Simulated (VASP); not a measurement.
# NiO (Fm-3m) in VASP: further runs, part 2 of 4

VASP 6.6.1. Earlier steps stand in the parts before.

## 4. Single point, PBE+U, collinear spin, ferromagnetic start

INCAR

```
SYSTEM = NiO
  PREC = Accurate
  ENCUT = 520
  EDIFF = 1E-6
  ISMEAR = -1
  SIGMA = 0.03
  LREAL = .FALSE.
  LASPH = .TRUE.
  NELM = 150
  ALGO = Normal
  ISIF = 2
  LWAVE = .FALSE.
  LCHARG = .TRUE.
  ISPIN = 2
  MAGMOM = 2.8 2.8 0 0
  LORBIT = 11
  LMAXMIX = 4
  LDAU = .TRUE.
  LDAUTYPE = 2
  LDAUL = 2 -1
  LDAUU = 2.9 0
  LDAUJ = 0 0
  LDAUPRINT = 1
  GGA = PE
  LELF = .TRUE.
  LVHAR = .TRUE.
  NBANDS = 28
  ISYM = 0
```

KPOINTS

```
regular mesh
0
G
  5 8 7
  0 0 0
```

POSCAR

```
NiO
1.0
   -2.0969500000     -4.1939000000     -2.0969500000
   -2.0969500000      0.0000000000     -2.0969500000
    2.0969500000      0.0000000000     -2.0969500000
Ni O
2 2
Direct
    0.0000000000      0.0000000000      0.0000000000
    0.5000000000      0.0000000000      0.5000000000
    0.0000000000      0.5000000000      0.5000000000
    0.5000000000      0.5000000000      0.0000000000
```

Potentials or basis: VASP PAW PBE potentials, release 64 (Ni, O).

On the command line:

```sh
cat potpaw_PBE.64/Ni/POTCAR potpaw_PBE.64/O/POTCAR > POTCAR
mpirun -np 1 vasp_std > vasp.out
```

OUTCAR:

```text
SYSTEM = NiO
   PREC = Accurate
   ENCUT = 520
   EDIFF = 1E-6
   ISMEAR = -1
   LREAL = .FALSE.
   LASPH = .TRUE.
   NELM = 150
   ISIF = 2
   ISPIN = 2
   LORBIT = 11
   GGA = PE
   ISYM = 0

 ion  position               nearest neighbor table
   1  0.000  0.000  0.000-   3 2.10   3 2.10   3 2.10   4 2.10   3 2.10   4 2.10   2 2.97   2 2.97
                             2 2.97   2 2.97   2 2.97   2 2.97   2 2.97   2 2.97
   2  0.500  0.000  0.500-   4 2.10   4 2.10   3 2.10   4 2.10   4 2.10   3 2.10   1 2.97   1 2.97
                             1 2.97   1 2.97   1 2.97   1 2.97   1 2.97   1 2.97
   3  0.000  0.500  0.500-   1 2.10   1 2.10   1 2.10   2 2.10   1 2.10   2 2.10
   4  0.500  0.500  0.000-   2 2.10   2 2.10   1 2.10   2 2.10   2 2.10   1 2.10

IMPORTANT INFORMATION: All symmetrisations will be switched off!
NOSYMM: (Re-)initialisation of all symmetry stuff for point group C_1.

[... 1759 lines left out ...]

 POSITION                                       TOTAL-FORCE (eV/Angst)
 -----------------------------------------------------------------------------------
      0.00000      0.00000      0.00000         0.000000     -0.000000      0.000000
      0.00000     -2.09695     -2.09695        -0.000000     -0.000001     -0.000001
      0.00000      0.00000     -2.09695         0.000000      0.000001      0.000000
     -2.09695     -2.09695     -2.09695        -0.000000      0.000001     -0.000000
 -----------------------------------------------------------------------------------
    total drift:                               -0.000001      0.000003      0.000003

  FREE ENERGIE OF THE ION-ELECTRON SYSTEM (eV)
  ---------------------------------------------------
  free  energy   TOTEN  =       -21.4621366023 eV

  energy  without entropy=      -21.4621365898  energy(sigma->0) =      -21.46213660

 total charge

# of ion       s       p       d       tot
------------------------------------------
    1        0.336   0.408   8.205   8.950
    2        0.336   0.408   8.205   8.950
    3        1.550   3.458   0.000   5.008
    4        1.550   3.458   0.000   5.008
--------------------------------------------------
tot          3.773   7.733  16.411  27.917

 magnetization (x)

# of ion       s       p       d       tot
------------------------------------------
    1        0.011   0.014   1.688   1.713
    2        0.011   0.014   1.688   1.713
    3        0.024   0.230   0.000   0.254
    4        0.024   0.230   0.000   0.254
--------------------------------------------------
tot          0.071   0.488   3.376   3.935
```

stdout:

```text
POSCAR found type information on POSCAR NiO
 POSCAR found :  2 types and       4 ions
 scaLAPACK will be used
 LDA part: xc-table for (Slater+PW92), standard interpolation
 -----------------------------------------------------------------------------
|                                                                             |
|           W    W    AA    RRRRR   N    N  II  N    N   GGGG   !!!           |
|           W    W   A  A   R    R  NN   N  II  NN   N  G    G  !!!           |
|           W    W  A    A  R    R  N N  N  II  N N  N  G       !!!           |
|           W WW W  AAAAAA  RRRRR   N  N N  II  N  N N  G  GGG   !            |
|           WW  WW  A    A  R   R   N   NN  II  N   NN  G    G                |
|           W    W  A    A  R    R  N    N  II  N    N   GGGG   !!!           |
|                                                                             |
|     Your reciprocal lattice and k-lattice belong to different lattice       |
|     classes:                                                                |
|                                                                             |
|        The reciprocal lattice is simple tetragonal,                         |
|        whereas your k-lattice is simple monoclinic.                         |
|                                                                             |
|     Results are often still useful ...                                      |
|                                                                             |
 -----------------------------------------------------------------------------

 POSCAR, INCAR and KPOINTS ok, starting setup
 FFT: planning ... GRIDC
 FFT: planning ... GRID_SOFT
 FFT: planning ... GRID
 WAVECAR not read
 entering main loop
```

Wall time 6.7 min (1 thread of Oxide Virtual Turin-like, shared host); peak memory 0.29 GiB.

Results:

* Free energy: -21.4621 eV
* Pressure: 3.3 GPa
* Band gap on the k mesh: 0.83 eV
* Net moment: 4.00 μB per cell
* Site moments: Ni +1.71; O +0.25 μB
* Valence electrons inside the program's atomic spheres: Ni 8.95; O 5.01

Eigenvalues of the final occupation matrices:
```
    site  spin  trace               eigenvalues
site 1 d     1   4.96  0.97 0.97 0.97 1.02 1.02
site 1 d     2   3.27  0.18 0.18 0.97 0.97 0.97
site 2 d     1   4.96  0.97 0.97 0.97 1.02 1.02
site 2 d     2   3.27  0.18 0.18 0.97 0.97 0.97
```

Caveat: the cell stands under pressure. The state reached can hang on the start; a lower one may exist.

## 5. Single point, PBE+U, collinear spin

INCAR

```
SYSTEM = NiO
  PREC = Accurate
  ENCUT = 520
  EDIFF = 1E-6
  ISMEAR = -1
  SIGMA = 0.03
  LREAL = .False.
  LASPH = .True.
  NELM = 150
  ALGO = Normal
  ISIF = 2
  LWAVE = .False.
  LCHARG = .False.
  ISPIN = 2
  MAGMOM = 2 0 0 0
  LORBIT = 11
  LMAXMIX = 4
  LDAU = .True.
  LDAUTYPE = 2
  LDAUL = 2 -1
  LDAUU = 2.9 0
  LDAUJ = 0 0
  LDAUPRINT = 1
  GGA = PE
  NBANDS = 28
  ISYM = 0
```

KPOINTS

```
regular mesh
0
Gamma
  5 8 7
  0 0 0
```

POSCAR is that of step 4.

Potentials or basis: VASP PAW PBE potentials, release 64 (Ni, O).

On the command line:

```sh
cat potpaw_PBE.64/Ni/POTCAR potpaw_PBE.64/O/POTCAR > POTCAR
mpirun -np 1 vasp_std > vasp.out
```

OUTCAR:

```text
SYSTEM = NiO
   PREC = Accurate
   ENCUT = 520
   EDIFF = 1E-6
   ISMEAR = -1
   LREAL = .False.
   LASPH = .True.
   NELM = 150
   ISIF = 2
   ISPIN = 2
   LORBIT = 11
   GGA = PE
   ISYM = 0

 ion  position               nearest neighbor table
   1  0.000  0.000  0.000-   3 2.10   3 2.10   3 2.10   4 2.10   3 2.10   4 2.10   2 2.97   2 2.97
                             2 2.97   2 2.97   2 2.97   2 2.97   2 2.97   2 2.97
   2  0.500  0.000  0.500-   4 2.10   4 2.10   3 2.10   4 2.10   4 2.10   3 2.10   1 2.97   1 2.97
                             1 2.97   1 2.97   1 2.97   1 2.97   1 2.97   1 2.97
   3  0.000  0.500  0.500-   1 2.10   1 2.10   1 2.10   2 2.10   1 2.10   2 2.10
   4  0.500  0.500  0.000-   2 2.10   2 2.10   1 2.10   2 2.10   2 2.10   1 2.10

IMPORTANT INFORMATION: All symmetrisations will be switched off!
NOSYMM: (Re-)initialisation of all symmetry stuff for point group C_1.

----------------------------------------------------------------------------------------

                                     Primitive cell

  volume of cell :      36.8828

  direct lattice vectors                    reciprocal lattice vectors
    -2.096950000 -4.193900000 -2.096950000     0.000000000 -0.238441546  0.000000000
[... 1739 lines left out ...]
  Total        0.6163017      0.4491602      0.6149477      0.0002288      0.0002307     -0.0037025
  in kB       26.7719316     19.5113621     26.7131146      0.0099391      0.0100234     -0.1608374
  external PRESSURE =      24.3321361 kB  Pullay stress =       0.0000000 kB

 VOLUME and BASIS-vectors are now :
 -----------------------------------------------------------------------------
  energy-cutoff  :      520.00
  volume of cell :       36.88
      direct lattice vectors                 reciprocal lattice vectors
    -2.096950000 -4.193900000 -2.096950000     0.000000000 -0.238441546  0.000000000
    -2.096950000  0.000000000 -2.096950000    -0.238441546  0.238441546 -0.238441546
     2.096950000  0.000000000 -2.096950000     0.238441546  0.000000000 -0.238441546

 POSITION                                       TOTAL-FORCE (eV/Angst)
 -----------------------------------------------------------------------------------
      0.00000      0.00000      0.00000         0.000000      0.000000      0.000000
      0.00000     -2.09695     -2.09695        -0.000000     -0.000000      0.000000
      0.00000      0.00000     -2.09695        -0.000000     -0.000000      0.000000
     -2.09695     -2.09695     -2.09695         0.000000      0.000000     -0.000001
 -----------------------------------------------------------------------------------
    total drift:                               -0.000000     -0.000000      0.000000

  FREE ENERGIE OF THE ION-ELECTRON SYSTEM (eV)
  ---------------------------------------------------
  free  energy   TOTEN  =       -20.9161285147 eV

  energy  without entropy=      -20.9153478782  energy(sigma->0) =      -20.91573820

 total charge

# of ion       s       p       d       tot
------------------------------------------
    1        0.336   0.407   8.201   8.944
    2        0.331   0.401   8.263   8.994
    3        1.551   3.452   0.000   5.003
    4        1.554   3.440   0.000   4.994
--------------------------------------------------
tot          3.771   7.700  16.464  27.935

 magnetization (x)

# of ion       s       p       d       tot
------------------------------------------
    1        0.013   0.016   1.691   1.720
    2       -0.001  -0.002   0.034   0.032
    3        0.024   0.231   0.000   0.256
    4        0.000  -0.009   0.000  -0.009
--------------------------------------------------
tot          0.037   0.236   1.725   1.998
```

OSZICAR:

```text
N       E                     dE             d eps       ncg     rms          rms(c)
DAV:   1     0.255867471358E+03    0.25587E+03   -0.14851E+04 16648   0.151E+03
DAV:   2     0.289354414696E+01   -0.25297E+03   -0.22658E+03 16172   0.335E+02
DAV:   3    -0.228923027345E+02   -0.25786E+02   -0.24297E+02 17488   0.115E+02
DAV:   4    -0.234035779185E+02   -0.51128E+00   -0.50943E+00 16892   0.165E+01
[... 50 lines left out ...]
DAV:  55    -0.209161343735E+02   -0.23657E-05   -0.37585E-05 22228   0.123E-01    0.881E-02
DAV:  56    -0.209161265105E+02    0.78630E-05   -0.68577E-05 21592   0.131E-01    0.214E-02
DAV:  57    -0.209161259792E+02    0.53128E-06   -0.27935E-05 20596   0.633E-02    0.209E-02
DAV:  58    -0.209161282041E+02   -0.22249E-05   -0.26267E-06 15784   0.451E-02    0.649E-03
DAV:  59    -0.209161285147E+02   -0.31065E-06   -0.13746E-06 12668   0.474E-02
   1 F= -.20916129E+02 E0= -.20915738E+02  d E =-.780637E-03  mag=     2.0305
```

stdout:

```text
POSCAR found type information on POSCAR NiO
 POSCAR found :  2 types and       4 ions
 scaLAPACK will be used
 LDA part: xc-table for (Slater+PW92), standard interpolation
 -----------------------------------------------------------------------------
|                                                                             |
|           W    W    AA    RRRRR   N    N  II  N    N   GGGG   !!!           |
|           W    W   A  A   R    R  NN   N  II  NN   N  G    G  !!!           |
|           W    W  A    A  R    R  N N  N  II  N N  N  G       !!!           |
|           W WW W  AAAAAA  RRRRR   N  N N  II  N  N N  G  GGG   !            |
|           WW  WW  A    A  R   R   N   NN  II  N   NN  G    G                |
|           W    W  A    A  R    R  N    N  II  N    N   GGGG   !!!           |
|                                                                             |
|     Your reciprocal lattice and k-lattice belong to different lattice       |
|     classes:                                                                |
|                                                                             |
|        The reciprocal lattice is simple tetragonal,                         |
|        whereas your k-lattice is simple monoclinic.                         |
|                                                                             |
|     Results are often still useful ...                                      |
|                                                                             |
 -----------------------------------------------------------------------------

 POSCAR, INCAR and KPOINTS ok, starting setup
 FFT: planning ... GRIDC
 FFT: planning ... GRID_SOFT
 FFT: planning ... GRID
 WAVECAR not read
 entering main loop
```

Wall time 28 min (1 thread of Oxide Virtual Turin-like, shared host); peak memory 0.3 GiB.

What came out:

* Free energy: -20.9161 eV
* Pressure: 2.4 GPa
* Band gap on the k mesh: zero (filled and empty bands overlap)
* Net moment: 2.03 μB per cell
* Site moments: Ni +1.72, +0.03; O +0.26, -0.01 μB
* Valence electrons inside the program's atomic spheres: Ni 8.94, 8.99; O 5.00, 4.99

Stress tensor (GPa, compression positive):
```
 2.68  0.00 -0.02
 0.00  1.95  0.00
-0.02  0.00  2.67
```

Eigenvalues of the final occupation matrices:
```tsv
site	spin	trace	eigenvalues
site 1 d	1	4.96	0.97 0.97 0.97 1.02 1.02
site 1 d	2	3.27	0.18 0.18 0.97 0.97 0.97
site 2 d	1	4.16	0.24 0.97 0.97 0.97 1.01
site 2 d	2	4.13	0.21 0.97 0.97 0.97 1.01
```

(Continued in part 3 of 4.)
